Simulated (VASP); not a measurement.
# ZrO2 (Cubic zirconia) (Fm-3m) in VASP: a series of runs

The runs below take ZrO2 (Cubic zirconia) through single point, with PBE.

All numbers are computed with VASP 6.6.1; they aren't measurements. Logs are shortened: lines on timing, memory, paths and dates and some standing lists are left out, and cuts for length are marked.

**1. The cell of the first run**

Symmetry: Fm-3m, No. 225, cubic system. The conventional cell has a = 5.070 Å, b = 5.070 Å, c = 5.070 Å, α = 90.00°, β = 90.00°, γ = 90.00°. Within 2.9 Å of Zr (site symmetry m-3m) lie 8 O at 2.20 Å. O (site symmetry -43m) has 4 Zr at 2.20 Å and 6 O at 2.53 Å within 2.9 Å.

**2. Single point, PBE**

INCAR

```
  PREC = Accurate
  ENCUT = 600
  EDIFF = 1E-6
  ISMEAR = 0
  SIGMA = 0.01
  LREAL = False
  LASPH = True
  NELM = 120
  ALGO = Normal
  ISIF = 2
  LWAVE = False
  LCHARG = False
  GGA = PE
  NBANDS = 19
  GGA_COMPAT = False
```

KPOINTS

```
Automatic mesh
0
Gamma
  6 6 6
```

POSCAR

```
ZrO2
1.0
    3.5850310000      0.0000000000      0.0000000000
    1.7925155000      3.1047279194      0.0000000000
    1.7925155000      1.0349093065      2.9271655540
Zr O
1 2
Direct
    0.0000000000      0.0000000000      0.0000000000
    0.2500000000      0.2500000000      0.2500000000
    0.7500000000      0.7500000000      0.7500000000
```

Potentials or basis: VASP PAW PBE potentials, release 64 (Zr_sv, O).

On the command line:

```sh
$ cat potpaw_PBE.64/Zr_sv/POTCAR potpaw_PBE.64/O/POTCAR > POTCAR
$ mpirun -np 1 vasp_std > vasp.out
```

OUTCAR:

```text
PREC = Accurate
   ENCUT = 600
   EDIFF = 1E-6
   ISMEAR = 0
   LREAL = False
   LASPH = True
   NELM = 120
   ISIF = 2
   GGA = PE

 ion  position               nearest neighbor table
   1  0.000  0.000  0.000-   3 2.20   2 2.20   3 2.20   2 2.20   2 2.20   3 2.20   2 2.20   3 2.20

   2  0.250  0.250  0.250-   1 2.20   1 2.20   1 2.20   1 2.20
   3  0.750  0.750  0.750-   1 2.20   1 2.20   1 2.20   1 2.20

  LATTYP: Found a face centered cubic cell.
 ALAT       =     5.0699994618

  Lattice vectors:

 A1 = (   3.5850310000,   0.0000000000,   0.0000000000)
 A2 = (   1.7925155000,   3.1047279194,   0.0000000000)
 A3 = (   1.7925155000,   1.0349093065,   2.9271655540)

Analysis of symmetry for initial positions (statically):
=====================================================================
 Subroutine PRICEL returns:
 Original cell was already a primitive cell.

 Routine SETGRP: Setting up the symmetry group for a
 face centered cubic supercell.

 Subroutine GETGRP returns: Found 48 space group operations
 (whereof 48 operations were pure point group operations)
 out of a pool of 48 trial point group operations.

The static configuration has the point symmetry O_h .

Analysis of symmetry for dynamics (positions and initial velocities):
=====================================================================
 Subroutine PRICEL returns:
 Original cell was already a primitive cell.

 Routine SETGRP: Setting up the symmetry group for a
 face centered cubic supercell.

 Subroutine GETGRP returns: Found 48 space group operations
 (whereof 48 operations were pure point group operations)
 out of a pool of 48 trial point group operations.

The dynamic configuration has the point symmetry O_h .

 Subroutine INISYM returns: Found 48 space group operations
 (whereof 48 operations are pure point group operations),
 and found     1 'primitive' translations

----------------------------------------------------------------------------------------

                                     Primitive cell

  volume of cell :      32.5810

  direct lattice vectors                    reciprocal lattice vectors
     3.585031000  0.000000000  0.000000000     0.278937616 -0.161044708 -0.113875805
     1.792515500  3.104727919  0.000000000     0.000000000  0.322089415 -0.113875805
     1.792515500  1.034909306  2.927165554     0.000000000  0.000000000  0.341627414

  length of vectors
     3.585031000  3.585031000  3.585031000     0.341627414  0.341627414  0.341627414

  position of ions in fractional coordinates (direct lattice)
     0.000000000  0.000000000  0.000000000
     0.250000000  0.250000000  0.250000000
     0.750000000  0.750000000  0.750000000

  ion indices of the primitive-cell ions
   primitive index   ion index
                 1           1
                 2           2
                 3           3

----------------------------------------------------------------------------------------

 KPOINTS: Automatic mesh

Automatic generation of k-mesh.
 Grid dimensions read from file:
 generate k-points for:    6    6    6

 Generating k-lattice:

  Cartesian coordinates                     Fractional coordinates (reciprocal lattice)
     0.046489603 -0.026840785 -0.018979301     0.166666667  0.000000000 -0.000000000
     0.000000000  0.053681569 -0.018979301     0.000000000  0.166666667 -0.000000000
     0.000000000  0.000000000  0.056937902     0.000000000  0.000000000  0.166666667

  Length of vectors
     0.056937902  0.056937902  0.056937902

  Shift w.r.t. Gamma in fractional coordinates (k-lattice)
     0.000000000  0.000000000  0.000000000

 Subroutine IBZKPT returns following result:
 ===========================================

 Found     16 irreducible k-points:

 Following reciprocal coordinates:
            Coordinates               Weight
  0.000000  0.000000  0.000000      1.000000
  0.166667 -0.000000 -0.000000      8.000000
  0.333333 -0.000000 -0.000000      8.000000
  0.500000 -0.000000 -0.000000      4.000000
  0.166667  0.166667  0.000000      6.000000
  0.333333  0.166667  0.000000     24.000000
[... 8 lines left out ...]
 -0.333333  0.333333  0.166667     24.000000
 -0.333333  0.500000  0.166667     12.000000
   k-points           NKPTS =     16   k-points in BZ     NKDIM =     16   number of bands    NBANDS=     19
   number of dos      NEDOS =    301   number of ions     NIONS =      3
   total plane-waves  NPLWV =  27000
   dimension x,y,z NGX =    30 NGY =   30 NGZ =   30
   dimension x,y,z NGXF=    60 NGYF=   60 NGZF=   60
   ions per type =               1   2
   NGX,Y,Z   is equivalent  to a cutoff of  13.91, 13.91, 13.91 a.u.
   NGXF,Y,Z  is equivalent  to a cutoff of  27.82, 27.82, 27.82 a.u.
 SYSTEM =  unknown system
   PREC   = accura    normal or accurate (medium, high low for compatibility)
   ISTART =      0    job   : 0-new  1-cont  2-samecut
   ICHARG =      2    charge: 1-file 2-atom 10-const
   ISPIN  =      1    spin polarized calculation?
   LNONCOLLINEAR =      F non collinear calculations
   LSORBIT =      F    spin-orbit coupling
   LASPH  =      T    aspherical Exc in radial PAW
   ENCUT  =  600.0 eV  44.10 Ry    6.64 a.u.   7.16  7.16  7.16*2*pi/ulx,y,z
   NELM   =    120;   NELMIN=  2; NELMDL= -5     # of ELM steps
   EDIFF  = 0.1E-05   stopping-criterion for ELM
   LREAL  =      F    real-space projection
   EDIFFG = 0.1E-04   stopping-criterion for IOM
   NSW    =      0    number of steps for IOM
   IBRION =     -1    ionic relax: 0-MD 1-quasi-New 2-CG
   NFREE  =      0    steps in history (QN), initial steepest desc. (CG)
   ISIF   =      2    stress and relaxation
   ISYM   =      2    0-nonsym 1-usesym 2-fastsym
   POTIM  = 0.5000    time-step for ionic-motion
   TEBEG  =    0.0;   TEEND  =   0.0 temperature during run
   PSTRESS=    0.0 pullay stress
   NELECT =      24.0000    total number of electrons
   NUPDOWN=      -1.0000    fix difference up-down
   EMIN   =  10.00;   EMAX   =-10.00  energy-range for DOS
   EFERMI =   0.00;   METHOD = LEGACY
   ISMEAR =     0;   SIGMA  =   0.01  broadening in eV -4-tet -1-fermi 0-gaus
   EFERMI_NEDOS =   21; number of points for ismear=-14 and -15
   IALGO  =     38    algorithm
   IMIX   =      4    mixing-type and parameters
     AMIX     =   0.40;   BMIX     =  1.00
     AMIX_MAG =   1.60;   BMIX_MAG =  1.00
  volume/ion in A,a.u.               =      10.86        73.29
  Fermi-wavevector in a.u.,A,eV,Ry     =   1.478509  2.793977 29.742187  2.185989
  Thomas-Fermi vector in A             =   2.592781
   LORBIT       =      0    0 simple, 1 ext, 2 COOP (PROOUT), +10 PAW based schemes
   GGA     = PE    functional components
   LHFCALC =     F    Hartree Fock is set to
   AEXX    =    0.0000 exact exchange contribution
   IVDW    =     0    specifies the selected vdW correction
   LEPSILON=     F    determine dielectric tensor
   LRPA    =     F    only Hartree local field effects (RPA)
 non-spin polarized calculation
 Gauss-broadening in eV      SIGMA  =   0.01
  energy-cutoff  :      600.00
  volume of cell :       32.58
 maximum number of plane-waves:      1106
 NGX is ok and might be reduce to    30
   NGX = 15   NGY = 15   NGZ = 15

 number of electron      23.9999997 magnetization

 Free energy of the ion-electron system (eV)
  ---------------------------------------------------
  ext. energy  EPLUGINS =         0.00000000
  ---------------------------------------------------
  free energy    TOTEN  =       -28.55180480 eV

  energy without entropy =      -28.55180480  energy(sigma->0) =      -28.55180480

 E-fermi :   7.4303     XC(G=0): -11.8462

 val. band max:        7.3557844488   @ k =   0.5000   0.5000   0.0000
 cond. band min:      10.7423762659   @ k =   0.0000   0.0000   0.0000
 fundamental gap:      3.3865918171
 Fermi energy:         7.4303267320

 k-point     1 :       0.0000    0.0000    0.0000
  band No.  band energies     occupation
      1     -40.6761      2.00000
      2     -18.4979      2.00000
      3     -18.4979      2.00000
      4     -18.4979      2.00000
      5     -10.8966      2.00000
      6      -8.2963      2.00000
[... 11 lines left out ...]
     18      16.8665      0.00000
     19      21.8384      0.00000

 k-point     2 :       0.1667   -0.0000   -0.0000
  band No.  band energies     occupation
      1     -40.6637      2.00000
      2     -18.6965      2.00000
      3     -18.5165      2.00000
      4     -18.5165      2.00000
      5     -10.5208      2.00000
      6      -8.5565      2.00000
[... 11 lines left out ...]
     18      16.4872      0.00000
     19      21.2949      0.00000

 k-point     3 :       0.3333   -0.0000   -0.0000
  band No.  band energies     occupation
      1     -40.6388      2.00000
      2     -19.0545      2.00000
      3     -18.5532      2.00000
      4     -18.5532      2.00000
      5      -9.9755      2.00000
      6      -8.7853      2.00000
[... 11 lines left out ...]
     18      16.8904      0.00000
     19      20.7776      0.00000

 k-point     4 :       0.5000   -0.0000   -0.0000
  band No.  band energies     occupation
      1     -40.6263      2.00000
      2     -19.2182      2.00000
      3     -18.5714      2.00000
      4     -18.5714      2.00000
      5      -9.9289      2.00000
      6      -8.6320      2.00000
[... 11 lines left out ...]
     18      16.4323      0.00000
     19      21.5467      0.00000

 k-point     5 :       0.1667    0.1667    0.0000
  band No.  band energies     occupation
      1     -40.6596      2.00000
      2     -18.7184      2.00000
      3     -18.5442      2.00000
      4     -18.5442      2.00000
      5     -10.3747      2.00000
      6      -8.6593      2.00000
[... 11 lines left out ...]
     18      16.3207      0.00000
     19      21.6170      0.00000

 k-point     6 :       0.3333    0.1667    0.0000
  band No.  band energies     occupation
      1     -40.6388      2.00000
      2     -18.9770      2.00000
      3     -18.6079      2.00000
      4     -18.5855      2.00000
      5      -9.7943      2.00000
      6      -8.9663      2.00000
[... 11 lines left out ...]
     18      17.0585      0.00000
     19      21.4533      0.00000

 k-point     7 :       0.5000    0.1667   -0.0000
  band No.  band energies     occupation
      1     -40.6222      2.00000
      2     -19.1508      2.00000
      3     -18.6969      2.00000
      4     -18.5991      2.00000
      5      -9.6588      2.00000
      6      -8.8177      2.00000
[... 11 lines left out ...]
     18      17.5952      0.00000
     19      21.7749      0.00000

 k-point     8 :      -0.3333    0.1667    0.0000
  band No.  band energies     occupation
      1     -40.6263      2.00000
      2     -19.0927      2.00000
      3     -18.7164      2.00000
      4     -18.5718      2.00000
      5      -9.6552      2.00000
      6      -8.8938      2.00000
[... 11 lines left out ...]
     18      17.7069      0.00000
     19      21.5653      0.00000

 k-point     9 :      -0.1667    0.1667    0.0000
  band No.  band energies     occupation
      1     -40.6471      2.00000
      2     -18.8781      2.00000
      3     -18.6199      2.00000
      4     -18.5304      2.00000
      5     -10.0346      2.00000
      6      -8.8414      2.00000
[... 11 lines left out ...]
     18      17.0049      0.00000
     19      21.3370      0.00000

 k-point    10 :       0.3333    0.3333    0.0000
  band No.  band energies     occupation
      1     -40.6264      2.00000
      2     -19.1041      2.00000
      3     -18.6358      2.00000
      4     -18.6358      2.00000
      5      -9.2956      2.00000
      6      -9.2729      2.00000
[... 11 lines left out ...]
     18      17.3328      0.00000
     19      22.7166      0.00000

 k-point    11 :       0.5000    0.3333    0.0000
  band No.  band energies     occupation
      1     -40.6139      2.00000
      2     -19.1772      2.00000
      3     -18.7535      2.00000
      4     -18.6539      2.00000
      5      -9.3954      2.00000
      6      -8.9273      2.00000
[... 11 lines left out ...]
     18      19.1238      0.00000
     19      22.3567      0.00000

 k-point    12 :      -0.3333    0.3333    0.0000
  band No.  band energies     occupation
      1     -40.6139      2.00000
      2     -19.0180      2.00000
      3     -18.9573      2.00000
      4     -18.6222      2.00000
      5      -9.3185      2.00000
      6      -8.9864      2.00000
[... 11 lines left out ...]
     18      19.0117      0.00000
     19      22.8237      0.00000

 k-point    13 :       0.5000    0.5000    0.0000
  band No.  band energies     occupation
      1     -40.6098      2.00000
      2     -19.2760      2.00000
      3     -18.6810      2.00000
      4     -18.6810      2.00000
      5      -9.5397      2.00000
      6      -8.7117      2.00000
[... 11 lines left out ...]
     18      20.9684      0.00000
     19      21.1200      0.00000

 k-point    14 :       0.5000    0.3333    0.1667
  band No.  band energies     occupation
      1     -40.6222      2.00000
      2     -19.0710      2.00000
      3     -18.7678      2.00000
      4     -18.6164      2.00000
      5      -9.3057      2.00000
      6      -9.1695      2.00000
[... 11 lines left out ...]
     18      18.2503      0.00000
     19      22.2151      0.00000

 k-point    15 :      -0.3333    0.3333    0.1667
  band No.  band energies     occupation
      1     -40.6139      2.00000
      2     -19.0626      2.00000
      3     -18.8920      2.00000
      4     -18.6430      2.00000
      5      -9.3126      2.00000
      6      -8.9923      2.00000
[... 11 lines left out ...]
     18      18.8583      0.00000
     19      22.5536      0.00000

 k-point    16 :      -0.3333    0.5000    0.1667
  band No.  band energies     occupation
      1     -40.6098      2.00000
      2     -19.1370      2.00000
      3     -18.8402      2.00000
      4     -18.6842      2.00000
      5      -9.3190      2.00000
      6      -8.9058      2.00000
[... 11 lines left out ...]
     18      20.0167      0.00000
     19      22.3455      0.00000

------------------------ aborting loop because EDIFF is reached ----------------------------------------

  FORCE on cell =-STRESS in cart. coord.  units (eV):
  Direction    XX          YY          ZZ          XY          YZ          ZX
  --------------------------------------------------------------------------------------
  -------------------------------------------------------------------------------------
  Total        1.3937434      1.3937434      1.3937434     -0.0000000      0.0000000     -0.0000000
  in kB       68.5377218     68.5377218     68.5377218     -0.0000000      0.0000000     -0.0000000
  external PRESSURE =      68.5377218 kB  Pullay stress =       0.0000000 kB

 VOLUME and BASIS-vectors are now :
 -----------------------------------------------------------------------------
  energy-cutoff  :      600.00
  volume of cell :       32.58
      direct lattice vectors                 reciprocal lattice vectors
     3.585031000  0.000000000  0.000000000     0.278937616 -0.161044708 -0.113875805
     1.792515500  3.104727919  0.000000000     0.000000000  0.322089415 -0.113875805
     1.792515500  1.034909306  2.927165554     0.000000000  0.000000000  0.341627414

 POSITION                                       TOTAL-FORCE (eV/Angst)
 -----------------------------------------------------------------------------------
      0.00000      0.00000      0.00000        -0.000000      0.000000      0.000000
      1.79252      1.03491      0.73179        -0.000000      0.000000     -0.000000
      5.37755      3.10473      2.19537         0.000000     -0.000000      0.000000
 -----------------------------------------------------------------------------------
    total drift:                               -0.000000      0.000000     -0.000000

  FREE ENERGIE OF THE ION-ELECTRON SYSTEM (eV)
  ---------------------------------------------------
  free  energy   TOTEN  =       -28.5518047964 eV

  energy  without entropy=      -28.5518047964  energy(sigma->0) =      -28.55180480
```

Run time: 30 s. Hardware: 1 thread of AMD EPYC 7R13, shared host; peak memory 0.14 GiB.

What came out:

```yaml
Free_energy: -28.5518 eV
Pressure: 6.9 GPa
Band_gap_on_the_k_mesh: 3.39 eV, indirect (least direct gap 3.84 eV)
```

**3. Single point, PBE**

INCAR

```
SYSTEM = ZrO2
  PREC = Accurate
  ENCUT = 600
  EDIFF = 1E-6
  ISMEAR = 0
  SIGMA = 0.01
  LREAL = .FALSE.
  LASPH = .TRUE.
  NELM = 120
  ALGO = Normal
  ISIF = 2
  LWAVE = .FALSE.
  LCHARG = .FALSE.
  GGA = PE
  NBANDS = 19
  GGA_COMPAT = .FALSE.
```

KPOINTS

```
Automatic mesh
0
G
  6 6 6
  0 0 0
```

POSCAR is that of step 2.

Potentials or basis: VASP PAW PBE potentials, release 64 (Zr_sv, O).

On the command line:

```sh
$ cat potpaw_PBE.64/Zr_sv/POTCAR potpaw_PBE.64/O/POTCAR > POTCAR
$ mpirun -np 1 vasp_std > vasp.out
```

OUTCAR:

```text
SYSTEM = ZrO2
   PREC = Accurate
   ENCUT = 600
   EDIFF = 1E-6
   ISMEAR = 0
   LREAL = .FALSE.
   LASPH = .TRUE.
   NELM = 120
   ISIF = 2
   GGA = PE

 ion  position               nearest neighbor table
   1  0.000  0.000  0.000-   3 2.20   2 2.20   3 2.20   2 2.20   2 2.20   3 2.20   2 2.20   3 2.20

   2  0.250  0.250  0.250-   1 2.20   1 2.20   1 2.20   1 2.20
   3  0.750  0.750  0.750-   1 2.20   1 2.20   1 2.20   1 2.20

  LATTYP: Found a face centered cubic cell.
 ALAT       =     5.0699994618

[... 534 lines left out ...]

  FORCE on cell =-STRESS in cart. coord.  units (eV):
  Direction    XX          YY          ZZ          XY          YZ          ZX
  --------------------------------------------------------------------------------------
  -------------------------------------------------------------------------------------
  Total        1.3937434      1.3937434      1.3937434     -0.0000000      0.0000000     -0.0000000
  in kB       68.5377218     68.5377218     68.5377218     -0.0000000      0.0000000     -0.0000000
  external PRESSURE =      68.5377218 kB  Pullay stress =       0.0000000 kB

 VOLUME and BASIS-vectors are now :
 -----------------------------------------------------------------------------
  energy-cutoff  :      600.00
  volume of cell :       32.58
      direct lattice vectors                 reciprocal lattice vectors
     3.585031000  0.000000000  0.000000000     0.278937616 -0.161044708 -0.113875805
     1.792515500  3.104727919  0.000000000     0.000000000  0.322089415 -0.113875805
     1.792515500  1.034909306  2.927165554     0.000000000  0.000000000  0.341627414

 POSITION                                       TOTAL-FORCE (eV/Angst)
 -----------------------------------------------------------------------------------
      0.00000      0.00000      0.00000        -0.000000      0.000000      0.000000
      1.79252      1.03491      0.73179        -0.000000      0.000000     -0.000000
      5.37755      3.10473      2.19537         0.000000     -0.000000      0.000000
 -----------------------------------------------------------------------------------
    total drift:                               -0.000000      0.000000     -0.000000

  FREE ENERGIE OF THE ION-ELECTRON SYSTEM (eV)
  ---------------------------------------------------
  free  energy   TOTEN  =       -28.5518047964 eV

  energy  without entropy=      -28.5518047964  energy(sigma->0) =      -28.55180480
```

Wall time 34 s (1 thread of AMD EPYC 7R13, shared host); peak memory 0.14 GiB.

Results:

```yaml
Free_energy: -28.5518 eV
Pressure: 6.9 GPa
Band_gap_on_the_k_mesh: 3.39 eV, indirect (least direct gap 3.84 eV)
```

Levels at points of the mesh, in eV from the valence-band top:
```
           k point  band 8  band 9  band 10  band 11  band 12  band 13  band 14  band 15  band 16  band 17
(0.00, 0.00, 0.00)   -5.30   -5.30    -0.54    -0.54    -0.54     3.39     3.39     6.67     9.51     9.51
(0.50, 0.00, 0.00)   -4.27   -2.55    -2.48    -1.65    -1.65     4.04     4.04     6.19     8.59     8.59
(0.50, 0.50, 0.00)   -3.17   -3.17    -1.53    -1.53     0.00     3.84     4.80     5.94     7.38     7.38
```

A k mesh can miss the band edges.
